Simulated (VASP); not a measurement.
Set up this calculation in VASP 6.6.1, as the native input.

- Task: single point
- Functional: PBE
- Potentials or basis: VASP PAW PBE potentials, release 64 (Au)
- Cutoff: 520 eV
- k mesh: 14 × 14 × 4
- Occupations: fermi-dirac, width 0.1 eV
- Spin: no spin polarisation
- Dipole correction: no
- Further INCAR settings: ALGO = Normal; EDIFF = 1e-06; NBANDS = 30

The structure of Au lies in POSCAR:

```
Au
1.0
    2.4897548019      0.0000000000      0.0000000000
   -1.2448774009      2.1561909076      0.0000000000
    0.0000000000      0.0000000000      8.2206112277
Au
4
Direct
    0.0000000000      0.0000000000      0.0000000000
    0.0000000000      0.0000000000      0.5000000000
    0.3333333333      0.6666666667      0.2500000000
    0.6666666667      0.3333333333      0.7500000000
```

The input as run:

INCAR

```
PREC = Accurate
ENCUT = 520
EDIFF = 1E-6
ISMEAR = -1
SIGMA = 0.1
LREAL = False
LASPH = True
NELM = 80
ALGO = Normal
ISIF = 2
LWAVE = False
LCHARG = True
GGA = PE
LELF = True
LVHAR = True
NBANDS = 30
```

KPOINTS

```
Automatic mesh
0
Gamma
  14 14 4
```

Potentials or basis: VASP PAW PBE potentials, release 64 (Au).

Command:

```sh
$ cat potpaw_PBE.64/Au/POTCAR > POTCAR
$ mpirun -np 1 vasp_std > vasp.out
```

Results of the run:

```
Pressure               : 271.1 GPa
Band gap on the k mesh : zero (band 22 reaches 22.85 eV, above the bottom of band 23 at 15.71 eV)
```

Caveat: spin-orbit coupling is left out, which moves the levels of the heavy elements.

It took 32 s on 1 thread of Intel(R) Xeon(R) 6975P-C (Granite Rapids), with other jobs on the host, peak memory 0.21 GiB.
